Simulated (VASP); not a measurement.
Crystal: HfW.

```xyz
2
Lattice="3.0576 0.0000 0.0000 -1.5288 2.6480 0.0000 0.0000 0.0000 4.5848" Properties=species:S:1:pos:R:3 pbc="T T T"
Hf    1.5288    0.8827    0.0000
W     0.0000    0.0000    2.2924
```

| Quantity | Value |
| --- | --- |
| Program | VASP 6.6.1 |
| Task | relaxation of cell and atoms |
| Functional | PBE |
| Potentials or basis | VASP PAW PBE potentials, release 64 (Hf_pv, W_sv) |
| Cutoff | 600 eV |
| k mesh | 6 × 6 × 4 |
| Occupations | gaussian, width 0.1 eV |
| Spin | no spin polarisation |

At the start: pressure 4.4 GPa; volume 18.56 Å³/atom.

How do energy, volume and symmetry change on relaxing?

Over 11 steps the energy falls by 53.2 meV/atom and the volume is 18.85 Å³/atom (+1.5 %); space group P-6m2 (No. 187, to 0.1 Å) before and after.

Step by step:
| step | energy change (eV) | largest force (eV/Å) | pressure (GPa) | volume (Å³) |
| --- | --- | --- | --- | --- |
| 1 | 0.0000 | 0.0000 | 4.44 | 37.12 |
| 2 | -0.0014 | 0.0000 | -8.05 | 39.93 |
| 3 | -0.0294 | 0.0000 | -2.34 | 38.53 |
| 4 | -0.0819 | 0.0000 | -3.41 | 38.55 |
| 5 | -0.0923 | 0.0000 | -3.56 | 38.54 |
| 6 | -0.0947 | 0.0000 | -3.64 | 38.49 |
| 7 | -0.0970 | 0.0000 | -3.61 | 38.52 |
| 8 | -0.0651 | 0.0000 | 8.14 | 36.07 |
| 9 | -0.1062 | 0.0000 | -0.16 | 37.71 |
| 10 | -0.1062 | 0.0000 | -0.09 | 37.70 |
| 11 | -0.1064 | 0.0000 | -0.02 | 37.69 |

Final structure:
```yaml
crystal:
  lattice:
    - [2.95450, 0.00000, 0.00000]
    - [-1.47725, 2.55867, 0.00000]
    - [0.00000, 0.00000, 4.98577]
  atoms:
    - { symbol: Hf, position: [0.66667, 0.33333, 0.00000] }
    - { symbol: W, position: [0.00000, 0.00000, 0.50000] }
```

Caveat: the k points lie up to 0.41 Å⁻¹ apart in the final cell, too coarse for converged energies and pressures of a metal.
